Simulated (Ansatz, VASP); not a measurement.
Cs: VASP beside Ansatz

```
CELL_PARAMETERS angstrom
11.86524 0.00000 0.00000
-5.93262 10.27560 0.00000
0.00000 0.00000 15.00000
ATOMIC_POSITIONS crystal
Cs 0.66975 0.00000 0.50791
Cs 0.00000 0.66975 0.50791
Cs 0.33025 0.33025 0.50791
Cs 0.00000 0.33025 0.49209
Cs 0.33025 0.00000 0.49209
Cs 0.66975 0.66975 0.49209
```

Alike in both runs: task single point; functional PBE; k mesh 3 × 3 × 1; occupations gaussian, width 0.1 eV; no spin polarisation.

|  | VASP | Ansatz |
| --- | --- | --- |
| version | VASP 6.6.1 | Ansatz 0.2.0 |
| potentials or method | VASP PAW PBE potentials, release 64 (Cs_sv), cutoff 520 eV | scalar-relativistic, plane waves, PAW |
| valence electrons in the cell | 54 | 54 |

Ansatz gave:

```
rms of the force components (eV/Å) : 0.060
```

Question: Estimate VASP's values.

Answer: rms of the force components (eV/Å): 0.061.

Atom by atom the forces differ by 0.000 eV/Å (rms over components). Ansatz's warnings: slab cell height set.

Spin-orbit coupling is off throughout.
